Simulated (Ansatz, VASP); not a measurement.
# BiSbS: VASP beside Ansatz

Contents of INCAR:

```
SYSTEM = BiSbS
PREC = Accurate
ENCUT = 520
EDIFF = 1E-7
ISMEAR = 0
SIGMA = 0.1
LREAL = .FALSE.
LASPH = .TRUE.
NELM = 60
ALGO = Normal
ISIF = 2
LWAVE = .FALSE.
LCHARG = .FALSE.
GGA = PE
NBANDS = 35
```

KPOINTS

```
regular mesh
0
G
  12 12 6
  0 0 0
```

File POSCAR:

```
BiSbS
1.0
    4.8831760273      0.0000000000      0.0000000000
   -2.4415880136      4.2289544908      0.0000000000
    0.0000000000      0.0000000000      7.5276401958
Sb Bi S
2 2 2
Direct
    0.3333333333      0.6666666667      0.3773456379
    0.6666666667      0.3333333333      0.6226543621
    0.3333333333      0.6666666667      0.8184836219
    0.6666666667      0.3333333333      0.1815163781
    0.0000000000      0.0000000000      0.5000000000
    0.0000000000      0.0000000000      0.0000000000
```

Input for Ansatz:

```yaml
crystal:
  lattice:
    - [4.8831760273, 0.0, 0.0]
    - [-2.4415880136, 4.2289544908, 0.0]
    - [0.0, 0.0, 7.5276401958]
  atoms:
    - { symbol: Sb, position: [0.3333333333, 0.6666666667, 0.3773456379] }
    - { symbol: Sb, position: [0.6666666667, 0.3333333333, 0.6226543621] }
    - { symbol: Bi, position: [0.3333333333, 0.6666666667, 0.8184836219] }
    - { symbol: Bi, position: [0.6666666667, 0.3333333333, 0.1815163781] }
    - { symbol: S, position: [0.0, 0.0, 0.5] }
    - { symbol: S, position: [0.0, 0.0, 0.0] }
basis:
  ecutwfc: 420
kpoints:
  mp_grid: { grid: [12, 12, 6] }
  band_path:
    path:
      - [[0.0, 0.0, 0.0], [0.5, 0.0, 0.0], [0.33333333, 0.33333333, 0.0], [0.0, 0.0, 0.0], [0.0, 0.0, 0.5], [0.5, 0.0, 0.5], [0.33333333, 0.33333333, 0.5], [0.0, 0.0, 0.5]]
      - [[0.5, 0.0, 0.5], [0.5, 0.0, 0.0]]
      - [[0.33333333, 0.33333333, 0.5], [0.33333333, 0.33333333, 0.0]]
    npoints: 14
hamiltonian:
  xc: pbe
scf:
  occupations: { method: gaussian, width: 0.1 }
  n_extra_bands: 15
output:
  forces: true
  stress: true
  eigenvalues: true
  populations: true
  dos: { projected: true, de: 0.02, nscf_kmesh: { grid: [15, 15, 8] } }
  bader: true
  write_density: true
  write_potential: true
  elf: true
  volumetric_format: npy
```

Alike in both runs: task single point; functional PBE; k mesh 12 × 12 × 6; occupations gaussian, width 0.1 eV; no spin polarisation.

```csv
,VASP,Ansatz
version,VASP 6.6.1,Ansatz 0.2.0
potentials or method,"VASP PAW PBE potentials, release 64 (Sb, Bi_d, S), cutoff 520 eV","scalar-relativistic, plane waves, PAW"
valence electrons in the cell,52,72
```

Ansatz gave:

```
gap on the k mesh at the Fermi level (eV) : none
pressure (GPa)                            : 0.0
rms of the force components (eV/Å)        : 0.001
```

Question: Estimate VASP's values.

Answer: gap on the k mesh at the Fermi level (eV): none; pressure (GPa): -0.1; rms of the force components (eV/Å): 0.005.

Atom by atom the forces differ by 0.005 eV/Å (rms over components). A gap of «none» marks a metal or a gap that the smearing closes. VASP's potentials hold 52 valence electrons a cell and Ansatz's 72, so a difference there can come from the potentials and not from the codes.

Neither program's run includes spin-orbit coupling.
